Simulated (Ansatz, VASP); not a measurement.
One calculation of Cu, two programs

```
Cu
1.0
     4.55456    0.00000    0.00000
     0.00000    4.55456    0.00000
     0.00000    0.00000    4.55456
Cu
8
Direct
  0.00000 0.00000 0.00000
  0.50000 0.50000 0.50000
  0.25000 0.00000 0.50000
  0.75000 0.00000 0.50000
  0.50000 0.25000 0.00000
  0.50000 0.75000 0.00000
  0.00000 0.50000 0.25000
  0.00000 0.50000 0.75000
```

Alike in both runs: task relaxation of cell and atoms; functional PBEsol; k mesh 6 × 6 × 6; occupations fermi-dirac, width 0.1 eV; no spin polarisation.

```csv
,VASP,Ansatz
version,VASP 6.6.1,Ansatz 0.2.0
potentials or method,"VASP PAW PBE potentials, release 64 (Cu), cutoff 600 eV","plane waves (420 eV) with PAW, scalar-relativistic"
valence electrons in the cell,88,152
```

Ansatz gave:

```
relaxed volume (Å³/atom)                                     : 11.61
relaxed cell length with the largest relative difference (Å) : 4.529
```

Question: Which values does VASP return?

Answer: Relaxed volume (Å³/atom): 11.66; relaxed cell length with the largest relative difference (Å): 4.536.

VASP's potentials were made for PBE, not for PBEsol, and Ansatz warns of the same on its side. VASP's potentials hold 88 valence electrons a cell and Ansatz's 152, so a difference there can come from the potentials and not from the codes.
